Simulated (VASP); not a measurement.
Input of a VASP 6.6.1 run:

File INCAR:

```
ALGO     = Normal         # electronic algorithm
EDIFF    = 1E-6           # SCF threshold, eV
ENCUT    = 520            # plane-wave cutoff, eV
ISIF     = 2              # what is computed and relaxed
ISMEAR   = 0              # smearing method
LASPH    = T              # aspherical terms in the spheres
LCHARG   = F              # write CHGCAR
LREAL    = F              # projectors in reciprocal space
LWAVE    = F              # write WAVECAR
NBANDS   = 28             # bands
NELM     = 80             # most SCF steps
PREC     = Accurate       # precision mode
SIGMA    = 0.05           # smearing width, eV
```

The input KPOINTS:

```
k-points
0
Gamma
  12 12 4
```

The input POSCAR:

```
MgPb2N2
1.0
    3.1077206610      0.0000000000      0.0000000000
   -1.5538603305      2.6913650403      0.0000000000
    0.0000000000      0.0000000000     11.0001157453
Mg Pb N
1 2 2
Direct
    0.0000000000      0.0000000000      0.0000000000
    0.6666666667      0.3333333333      0.2865500000
    0.3333333333      0.6666666667      0.7134500000
    0.6666666667      0.3333333333      0.8618210000
    0.3333333333      0.6666666667      0.1381790000
```

Potentials or basis: VASP PAW LDA potentials, release 64 (Mg, Pb_d, N).

Run with:

```bash
$ cat potpaw_LDA.64/Mg/POTCAR potpaw_LDA.64/Pb_d/POTCAR potpaw_LDA.64/N/POTCAR > POTCAR
$ mpirun -np 1 vasp_std > vasp.out
```

(1) Predict the largest force.

(2) Predict the band gap on the k mesh.

Answers

(1) 2.486 eV/Å.

(2) zero (band 20 reaches 5.86 eV, above the bottom of band 21 at 5.28 eV).

Caveat: spin-orbit coupling is left out, which moves the levels of the heavy elements; forces of over 1 eV/Å act on the atoms, so gaps and moduli don't describe the material at rest.
